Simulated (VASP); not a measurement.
Set up this calculation in VASP 6.6.1, as the native input.

| Property | Result |
| --- | --- |
| Task | single point |
| Functional | PBE |
| Potentials or basis | VASP PAW PBE potentials, release 64 (Al, N) |
| Cutoff | 520 eV |
| k mesh | 5 × 5 × 1 |
| Occupations | gaussian, width 0.1 eV |
| Spin | no spin polarisation |
| Dipole correction | yes |
| Further INCAR settings | ALGO = Normal; EDIFF = 1e-07; NBANDS = 32 |

The structure of Al12N lies in POSCAR:

```
Al12N
1.0
    5.7135165839      0.0000000000      0.0000000000
    0.0000000000      5.7135165839      0.0000000000
    0.0000000000      0.0000000000     19.6746954090
Al N
12 1
Direct
    0.2500000000      0.2500000000      0.2033068323
    0.2500000000      0.7500000000      0.2033068323
    0.7500000000      0.2500000000      0.2033068323
    0.7500000000      0.7500000000      0.2033068323
    0.0000000000      0.0000000000      0.3092728581
    0.0000000000      0.5000000000      0.3092728581
    0.5000000000      0.0000000000      0.3092728581
    0.5000000000      0.5000000000      0.3092728581
    0.2500000000      0.2500000000      0.4154928571
    0.2500000000      0.7500000000      0.4154928571
    0.7500000000      0.2500000000      0.4154928571
    0.7500000000      0.7500000000      0.4154928571
    0.5000000000      0.5000000000      0.4175793735
```

The input as run:

INCAR

```
SYSTEM = Al12N
  ALGO = Normal
  DIPOL = 0.5 0.5 0.318
  EDIFF = 1E-7
  ENCUT = 520
  GGA = PE
  IDIPOL = 3
  ISIF = 2
  ISMEAR = 0
  LASPH = .True.
  LCHARG = .True.
  LDIPOL = .True.
  LELF = .True.
  LREAL = .False.
  LVACPOTAV = .True.
  LVHAR = .True.
  LWAVE = .False.
  NBANDS = 32
  NELM = 100
  PREC = Accurate
  SIGMA = 0.1
```

KPOINTS

```
k-points
0
Gamma
  5 5 1
  0 0 0
```

Potentials or basis: VASP PAW PBE potentials, release 64 (Al, N).

Run with:

```sh
$ cat potpaw_PBE.64/Al/POTCAR potpaw_PBE.64/N/POTCAR > POTCAR
$ mpirun -np 1 vasp_std > vasp.out
```

It gave:

```json
{
  "Largest force": "0.596 eV/Å",
  "Band gap on the k mesh": "zero (an odd number of electrons rules out a gap without spin polarisation)"
}
```

Run time: 6.6 min on 1 thread of Intel Xeon 8259CL, on a shared host, peak memory 0.61 GiB.
